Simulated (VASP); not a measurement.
# TiAl: single point with PBEsol

Crystal: TiAl.

```xyz
2
Lattice="3.1564 0.0000 0.0000 0.0000 3.5036 0.0000 0.0000 0.0000 3.1564" Properties=species:S:1:pos:R:3 pbc="T T T"
Ti    0.0000    0.0000    0.0000
Al    1.5782    1.7518    1.5782
```

This cell differs from its parent crystal: normal strain along x +0.0000, normal strain along y +0.1100.

* Program: VASP 6.6.1
* Task: single point
* Functional: PBEsol
* Potentials or basis: VASP PAW PBE potentials, release 64 (Ti_sv, Al)
* Cutoff: 520 eV
* k mesh: 14 × 14 × 14
* Occupations: gaussian, width 0.15 eV
* Spin: no spin polarisation

- Pressure: -9.9 GPa

Stress tensor (GPa, compression positive):
```
-12.19   0.00   0.00
  0.00  -5.32   0.00
  0.00   0.00 -12.19
```

Levels at points of the mesh, in eV from the Fermi level:
| k point | band 5 | band 6 | band 7 | band 8 | band 9 | band 10 | band 11 | band 12 |
| --- | --- | --- | --- | --- | --- | --- | --- | --- |
| (0.00, 0.00, 0.00) | -8.82 | -1.33 | -1.07 | 1.58 | 1.58 | 2.00 | 2.47 | 5.05 |
| (0.50, 0.00, 0.00) | -5.49 | -4.78 | -0.49 | -0.34 | 0.58 | 1.81 | 3.10 | 6.27 |
| (0.00, 0.50, 0.00) | -6.38 | -5.01 | -0.53 | 0.53 | 0.53 | 2.04 | 2.10 | 6.67 |
| (0.50, 0.50, 0.00) | -4.89 | -2.36 | -1.84 | -1.36 | 0.90 | 1.06 | 2.24 | 4.15 |
| (0.50, 0.00, 0.50) | -4.25 | -1.63 | -1.63 | -1.12 | 0.28 | 0.28 | 2.82 | 4.30 |
| (0.50, 0.50, 0.50) | -2.74 | -2.74 | -2.71 | 0.36 | 2.33 | 2.59 | 2.84 | 2.94 |

Wall time 110 s on 1 thread of Intel(R) Xeon(R) 6975P-C (Granite Rapids), on a shared host, peak memory 0.25 GiB.

Caveat: the cell differs from its parent crystal (normal strain along x +0.0000, normal strain along y +0.1100); the PAW data sets were made with another functional, which shifts forces and pressure a little.
